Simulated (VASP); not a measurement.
# SnGe2O3 (Immm) in VASP: single point with PBEsol

Aim: the single point of SnGe2O3 with PBEsol.

Program: VASP 6.6.1. These are calculated values, not measurements. Logs are shortened: lines on timing, memory, paths and dates and some standing lists are left out, and cuts for length are marked.

**1. The cell of the first run**

Symmetry: Immm, No. 71, orthorhombic system. The conventional cell has a = 3.153 Å, b = 4.544 Å, c = 11.726 Å, α = 90.00°, β = 90.00°, γ = 90.00°. Sn (site symmetry mmm) has 6 O at 2.27 to 2.87 Å within 3.0 Å. Ge (site symmetry mm2) has 6 O at 2.12 to 2.58 Å within 2.8 Å. Within 3.0 Å of O (site symmetry mmm) lie 2 Sn at 2.27 Å and 4 Ge at 2.58 Å. O (site symmetry mm2) has 4 Ge at 2.12 to 2.30 Å and 2 Sn at 2.87 Å and 4 O at 2.96 Å within 3.0 Å.

**2. Single point, PBEsol**

Contents of INCAR:

```
  ALGO = Normal
  EDIFF = 1E-6
  ENCUT = 520
  GGA = PS
  ISIF = 2
  ISMEAR = -1
  LASPH = T
  LCHARG = F
  LREAL = F
  LWAVE = F
  NBANDS = 39
  NELM = 100
  PREC = Accurate
  SIGMA = 0.03
```

Contents of KPOINTS:

```
k-points
0
Gamma
  8 8 8
```

Contents of POSCAR:

```
SnGe2O3
1.0
   -1.5765210079      2.2720002716      5.8630682001
    1.5765210079     -2.2720002716      5.8630682001
    1.5765210079      2.2720002716     -5.8630682001
Sn Ge O
1 2 3
Direct
    0.0000000000      0.0000000000      0.0000000000
    0.6746303958      0.6746303958      0.0000000000
    0.3253696042      0.3253696042      0.0000000000
    0.5000000000      0.0000000000      0.5000000000
    0.2044685518      0.7044685518      0.5000000000
    0.7955314482      0.2955314482      0.5000000000
```

Potentials or basis: VASP PAW PBE potentials, release 64 (Sn_d, Ge_d, O).

On the command line:

```
$ cat potpaw_PBE.64/Sn_d/POTCAR potpaw_PBE.64/Ge_d/POTCAR potpaw_PBE.64/O/POTCAR > POTCAR
$ mpirun -np 1 vasp_std > vasp.out
```

OUTCAR:

```text
EDIFF = 1E-6
   ENCUT = 520
   GGA = PS
   ISIF = 2
   ISMEAR = -1
   LASPH = T
   LREAL = F
   NELM = 100
   PREC = Accurate

 ion  position               nearest neighbor table
   1  0.000  0.000  0.000-   4 2.27   4 2.27
   2  0.675  0.675  0.000-   6 2.12   6 2.12   5 2.30   5 2.30
   3  0.325  0.325  0.000-   5 2.12   5 2.12   6 2.30   6 2.30
   4  0.500  0.000  0.500-   1 2.27   1 2.27
   5  0.204  0.704  0.500-   3 2.12   3 2.12   2 2.30   2 2.30
   6  0.796  0.296  0.500-   2 2.12   2 2.12   3 2.30   3 2.30

  LATTYP: Found a body centered orthorhombic cell.
 ALAT       =     3.1530420158
 B/A-ratio  =     1.4411481104
 C/A-ratio  =     3.7189914823

  Lattice vectors:

 A1 = (  -1.5765210079,   2.2720002716,   5.8630682001)
 A2 = (   1.5765210079,  -2.2720002716,   5.8630682001)
 A3 = (   1.5765210079,   2.2720002716,  -5.8630682001)

Analysis of symmetry for initial positions (statically):
=====================================================================
 Subroutine PRICEL returns:
 Original cell was already a primitive cell.

 Routine SETGRP: Setting up the symmetry group for a
 body centered orthorhombic supercell.

 Subroutine GETGRP returns: Found  8 space group operations
 (whereof  8 operations were pure point group operations)
 out of a pool of  8 trial point group operations.

The static configuration has the point symmetry D_2h.

Analysis of symmetry for dynamics (positions and initial velocities):
=====================================================================
 Subroutine PRICEL returns:
 Original cell was already a primitive cell.

 Routine SETGRP: Setting up the symmetry group for a
 body centered orthorhombic supercell.

 Subroutine GETGRP returns: Found  8 space group operations
 (whereof  8 operations were pure point group operations)
 out of a pool of  8 trial point group operations.

The dynamic configuration has the point symmetry D_2h.

 Subroutine INISYM returns: Found  8 space group operations
 (whereof  8 operations are pure point group operations),
 and found     1 'primitive' translations

----------------------------------------------------------------------------------------

                                     Primitive cell

  volume of cell :      84.0027

  direct lattice vectors                    reciprocal lattice vectors
    -1.576521008  2.272000272  5.863068200     0.000000000  0.220070396  0.085279581
     1.576521008 -2.272000272  5.863068200     0.317154036  0.000000000  0.085279581
     1.576521008  2.272000272 -5.863068200     0.317154036  0.220070396  0.000000000

  length of vectors
     6.482512818  6.482512818  6.482512818     0.236016072  0.328419380  0.386028058

  position of ions in fractional coordinates (direct lattice)
     0.000000000  0.000000000  0.000000000
     0.674630396  0.674630396  0.000000000
     0.325369604  0.325369604  0.000000000
     0.500000000  0.000000000  0.500000000
     0.204468552  0.704468552  0.500000000
     0.795531448  0.295531448  0.500000000

  ion indices of the primitive-cell ions
   primitive index   ion index
                 1           1
                 2           2
                 3           3
                 4           4
                 5           5
                 6           6

----------------------------------------------------------------------------------------

 KPOINTS: k-points

Automatic generation of k-mesh.
 Grid dimensions read from file:
 generate k-points for:    8    8    8

 Generating k-lattice:

  Cartesian coordinates                     Fractional coordinates (reciprocal lattice)
     0.000000000  0.027508800  0.010659948     0.125000000  0.000000000  0.000000000
     0.039644254  0.000000000  0.010659948     0.000000000  0.125000000  0.000000000
     0.039644254  0.027508800  0.000000000     0.000000000  0.000000000  0.125000000

  Length of vectors
     0.029502009  0.041052423  0.048253507

  Shift w.r.t. Gamma in fractional coordinates (k-lattice)
     0.000000000  0.000000000  0.000000000

 Subroutine IBZKPT returns following result:
 ===========================================

 Found     95 irreducible k-points:

 Following reciprocal coordinates:
            Coordinates               Weight
  0.000000  0.000000  0.000000      1.000000
  0.125000  0.000000  0.000000      4.000000
  0.250000  0.000000  0.000000      4.000000
  0.375000  0.000000 -0.000000      4.000000
  0.500000  0.000000  0.000000      2.000000
  0.000000  0.125000  0.000000      4.000000
[... 16 lines left out ...]
  0.125000  0.375000  0.000000      8.000000
  0.250000  0.375000 -0.000000      8.000000
 [... further k-points ...]
   k-points           NKPTS =     95   k-points in BZ     NKDIM =     95   number of bands    NBANDS=     39
   number of dos      NEDOS =    301   number of ions     NIONS =      6
   total plane-waves  NPLWV = 110592
   dimension x,y,z NGX =    48 NGY =   48 NGZ =   48
   dimension x,y,z NGXF=    96 NGYF=   96 NGZF=   96
   ions per type =               1   2   3
   NGX,Y,Z   is equivalent  to a cutoff of  12.31, 12.31, 12.31 a.u.
   NGXF,Y,Z  is equivalent  to a cutoff of  24.62, 24.62, 24.62 a.u.
 SYSTEM =  unknown system
   PREC   = accura    normal or accurate (medium, high low for compatibility)
   ISTART =      0    job   : 0-new  1-cont  2-samecut
   ICHARG =      2    charge: 1-file 2-atom 10-const
   ISPIN  =      1    spin polarized calculation?
   LNONCOLLINEAR =      F non collinear calculations
   LSORBIT =      F    spin-orbit coupling
   LASPH  =      T    aspherical Exc in radial PAW
   ENCUT  =  520.0 eV  38.22 Ry    6.18 a.u.  12.05 12.05 12.05*2*pi/ulx,y,z
   NELM   =    100;   NELMIN=  2; NELMDL= -5     # of ELM steps
   EDIFF  = 0.1E-05   stopping-criterion for ELM
   LREAL  =      F    real-space projection
   EDIFFG = 0.1E-04   stopping-criterion for IOM
   NSW    =      0    number of steps for IOM
   IBRION =     -1    ionic relax: 0-MD 1-quasi-New 2-CG
   NFREE  =      0    steps in history (QN), initial steepest desc. (CG)
   ISIF   =      2    stress and relaxation
   ISYM   =      2    0-nonsym 1-usesym 2-fastsym
   POTIM  = 0.5000    time-step for ionic-motion
   TEBEG  =    0.0;   TEEND  =   0.0 temperature during run
   PSTRESS=    0.0 pullay stress
   NELECT =      60.0000    total number of electrons
   NUPDOWN=      -1.0000    fix difference up-down
   EMIN   =  10.00;   EMAX   =-10.00  energy-range for DOS
   EFERMI =   0.00;   METHOD = LEGACY
   ISMEAR =    -1;   SIGMA  =   0.03  broadening in eV -4-tet -1-fermi 0-gaus
   EFERMI_NEDOS =   21; number of points for ismear=-14 and -15
   IALGO  =     38    algorithm
   IMIX   =      4    mixing-type and parameters
     AMIX     =   0.40;   BMIX     =  1.00
     AMIX_MAG =   1.60;   BMIX_MAG =  1.00
  volume/ion in A,a.u.               =      14.00        94.48
  Fermi-wavevector in a.u.,A,eV,Ry     =   1.463393  2.765411 29.137124  2.141518
  Thomas-Fermi vector in A             =   2.579493
   LORBIT       =      0    0 simple, 1 ext, 2 COOP (PROOUT), +10 PAW based schemes
   GGA     = PS    functional components
   LHFCALC =     F    Hartree Fock is set to
   AEXX    =    0.0000 exact exchange contribution
   IVDW    =     0    specifies the selected vdW correction
   LEPSILON=     F    determine dielectric tensor
   LRPA    =     F    only Hartree local field effects (RPA)
 non-spin polarized calculation
  energy-cutoff  :      520.00
  volume of cell :       84.00
 maximum number of plane-waves:      2293
   NGX = 25   NGY = 25   NGZ = 25

 number of electron      59.9999984 magnetization

 Free energy of the ion-electron system (eV)
  ---------------------------------------------------
  ext. energy  EPLUGINS =         0.00000000
  ---------------------------------------------------
  free energy    TOTEN  =       -34.27990313 eV

  energy without entropy =      -34.27659228  energy(sigma->0) =      -34.27824770

 E-fermi :   6.6600     XC(G=0): -11.4208

 val. band max:        6.6590194990   @ k =   0.0000   0.5000   0.0000
 cond. band min:       6.6617407863   @ k =   0.5000   0.5000   0.0000
 fundamental gap:      0.0027212873
 Fermi energy:         6.6600303820

 k-point     1 :       0.0000    0.0000    0.0000
  band No.  band energies     occupation
      1     -17.9905      2.00000
      2     -17.9157      2.00000
      3     -17.9009      2.00000
      4     -17.8943      2.00000
      5     -17.8840      2.00000
      6     -17.8726      2.00000
[... 31 lines left out ...]
     38      14.6835      0.00000
     39      15.3774      0.00000

 k-point     2 :       0.1250    0.0000    0.0000
  band No.  band energies     occupation
      1     -17.9857      2.00000
      2     -17.9166      2.00000
      3     -17.9001      2.00000
      4     -17.8941      2.00000
      5     -17.8831      2.00000
      6     -17.8765      2.00000
[... 31 lines left out ...]
     38      14.0567      0.00000
     39      15.1000      0.00000

 k-point     3 :       0.2500    0.0000    0.0000
  band No.  band energies     occupation
      1     -17.9729      2.00000
      2     -17.9202      2.00000
      3     -17.8976      2.00000
      4     -17.8935      2.00000
      5     -17.8815      2.00000
      6     -17.8804      2.00000
[... 31 lines left out ...]
     38      13.4111      0.00000
     39      14.5316      0.00000

 k-point     4 :       0.3750    0.0000   -0.0000
  band No.  band energies     occupation
      1     -17.9559      2.00000
      2     -17.9275      2.00000
      3     -17.8936      2.00000
      4     -17.8921      2.00000
      5     -17.8861      2.00000
      6     -17.8824      2.00000
[... 31 lines left out ...]
     38      13.3164      0.00000
     39      14.0030      0.00000
[... 754 lines left out ...]
     38      12.8050      0.00000
     39      13.3902      0.00000

 k-point    23 :       0.1250    0.3750    0.0000
  band No.  band energies     occupation
      1     -17.9695      2.00000
      2     -17.9390      2.00000
      3     -17.9120      2.00000
      4     -17.9106      2.00000
      5     -17.8825      2.00000
      6     -17.8787      2.00000
[... 31 lines left out ...]
     38      13.0977      0.00000
     39      13.6506      0.00000

 k-point    24 :       0.2500    0.3750   -0.0000
  band No.  band energies     occupation
      1     -17.9593      2.00000
      2     -17.9346      2.00000
      3     -17.9092      2.00000
      4     -17.9085      2.00000
      5     -17.8876      2.00000
      6     -17.8830      2.00000
[... 31 lines left out ...]
     38      13.0289      0.00000
     39      13.6127      0.00000

 [... further k-points ...]
[... 5 lines left out ...]
  --------------------------------------------------------------------------------------
  -------------------------------------------------------------------------------------
  Total        0.0348229      0.1095091      0.0131032     -0.0000000      0.0000000      0.0000000
  in kB        0.6641755      2.0886597      0.2499169     -0.0000000      0.0000000      0.0000000
  external PRESSURE =       1.0009174 kB  Pullay stress =       0.0000000 kB

 VOLUME and BASIS-vectors are now :
 -----------------------------------------------------------------------------
  energy-cutoff  :      520.00
  volume of cell :       84.00
      direct lattice vectors                 reciprocal lattice vectors
    -1.576521008  2.272000272  5.863068200     0.000000000  0.220070396  0.085279581
     1.576521008 -2.272000272  5.863068200     0.317154036  0.000000000  0.085279581
     1.576521008  2.272000272 -5.863068200     0.317154036  0.220070396  0.000000000

 POSITION                                       TOTAL-FORCE (eV/Angst)
 -----------------------------------------------------------------------------------
      0.00000      0.00000      0.00000         0.000000      0.000000      0.000000
      0.00000      0.00000      7.91081        -0.000000      0.000000     -0.036796
      0.00000      0.00000      3.81533        -0.000000     -0.000000      0.036796
      0.00000      2.27200      0.00000         0.000000      0.000000      0.000000
      1.57652     -0.00000      2.39763        -0.000000      0.000000     -0.026285
      0.00000      2.27200      3.46544         0.000000     -0.000000      0.026285
 -----------------------------------------------------------------------------------
    total drift:                                0.000000      0.000000     -0.000000

  FREE ENERGIE OF THE ION-ELECTRON SYSTEM (eV)
  ---------------------------------------------------
  free  energy   TOTEN  =       -34.2799031291 eV

  energy  without entropy=      -34.2765922789  energy(sigma->0) =      -34.27824770
```

Wall time 6.4 min (1 thread of Intel Xeon Platinum 8488C (Sapphire Rapids), shared host); peak memory 0.51 GiB.

Results:

* Free energy: -34.2799 eV
* Pressure: 0.1 GPa
* Largest force: 0.037 eV/Å
* Band gap on the k mesh: zero (bands 30 and 31 overlap by 0.92 eV)

Forces in eV/Å, atoms in the order of the input:
```
Sn   0.000  0.000  0.000
Ge   0.000  0.000 -0.037
Ge   0.000  0.000  0.037
O    0.000  0.000  0.000
O    0.000  0.000 -0.026
O    0.000  0.000  0.026
```

Stress tensor (GPa, compression positive):
```
0.07 0.00 0.00
0.00 0.21 0.00
0.00 0.00 0.02
```

Caveat: the PAW data sets were made with another functional, which shifts forces and pressure a little; spin-orbit coupling is left out, which moves the levels of the heavy elements.
